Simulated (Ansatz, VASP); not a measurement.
One calculation of BeCd2Se3, two programs

File INCAR:

```
SYSTEM = BeCd2Se3
  PREC = Accurate
  ENCUT = 600
  EDIFF = 1E-6
  ISMEAR = 0
  SIGMA = 0.1
  LREAL = .FALSE.
  LASPH = .TRUE.
  NELM = 60
  ALGO = Normal
  ISIF = 3
  LWAVE = .FALSE.
  LCHARG = .FALSE.
  GGA = PE
  IBRION = 2
  NSW = 90
  EDIFFG = -0.04
```

File KPOINTS:

```
regular mesh
0
G
  3 3 6
  0 0 0
```

The input POSCAR:

```
BeCd2Se3
1.0
    6.5439336000      0.0000000000      0.0000000000
   -3.2719668000      5.6672127400      0.0000000000
    0.0000000000      0.0000000000      3.5992334300
Be Cd Se
1 2 3
Direct
    0.0000000000      0.0000000000      0.0000000000
    0.3333333300      0.6666666700      0.0000000000
    0.6666666700      0.3333333300      0.0000000000
    0.5000000000      0.0000000000      0.5000000000
    0.5000000000      0.5000000000      0.5000000000
    0.0000000000      0.5000000000      0.5000000000
```

Input for Ansatz:

```yaml
crystal:
  lattice:
    - [6.5439336, 0.0, 0.0]
    - [-3.2719668, 5.66721274, 0.0]
    - [0.0, 0.0, 3.59923343]
  atoms:
    - { symbol: Be, position: [0.0, 0.0, 0.0] }
    - { symbol: Cd, position: [0.33333333, 0.66666667, 0.0] }
    - { symbol: Cd, position: [0.66666667, 0.33333333, 0.0] }
    - { symbol: Se, position: [0.5, 0.0, 0.5] }
    - { symbol: Se, position: [0.5, 0.5, 0.5] }
    - { symbol: Se, position: [0.0, 0.5, 0.5] }
basis:
  ecutwfc: 420
kpoints:
  mp_grid: { grid: [3, 3, 6] }
hamiltonian:
  xc: pbe
scf:
  occupations: { method: gaussian, width: 0.1 }
  lower_state_search: "off"
output:
  forces: true
  stress: true
  eigenvalues: true
relax:
  adjacent_minimum: "off"
  f_tol: 0.04
  max_steps: 70
  cell: { stress_tol: 0.4 }
```

Change from the starting cell: species swapped into the GdB2Ru3 type (P6/mmm, No. 191).

Alike in both runs: task relaxation of cell and atoms; functional PBE; k mesh 3 × 3 × 6; occupations gaussian, width 0.1 eV; no spin polarisation.

|  | VASP | Ansatz |
| --- | --- | --- |
| version | VASP 6.6.1 | Ansatz 0.2.0 |
| potentials or method | VASP PAW PBE potentials, release 64 (Be, Cd, Se), cutoff 600 eV | scalar-relativistic, plane waves, PAW |
| valence electrons in the cell | 44 | 90 |

Ansatz gave:

```
gap on the k mesh at the Fermi level, each at its own relaxed structure (eV) : none
relaxed volume (Å³/atom)                                                     : 26.78
relaxed cell length with the largest relative difference (Å)                 : 4.074
```

Question: Estimate VASP's values.

Answer: gap on the k mesh at the Fermi level, each at its own relaxed structure (eV): none; relaxed volume (Å³/atom): 26.76; relaxed cell length with the largest relative difference (Å): 4.118.

A gap of «none» marks a metal or a gap that the smearing closes. VASP's potentials hold 44 valence electrons a cell and Ansatz's 90, so a difference there can come from the potentials and not from the codes.

The k mesh is coarse, so the values compare programs but aren't converged. Noted on VASP's run: the volume moved by over 15 % at a fixed basis, so the end points are rough.
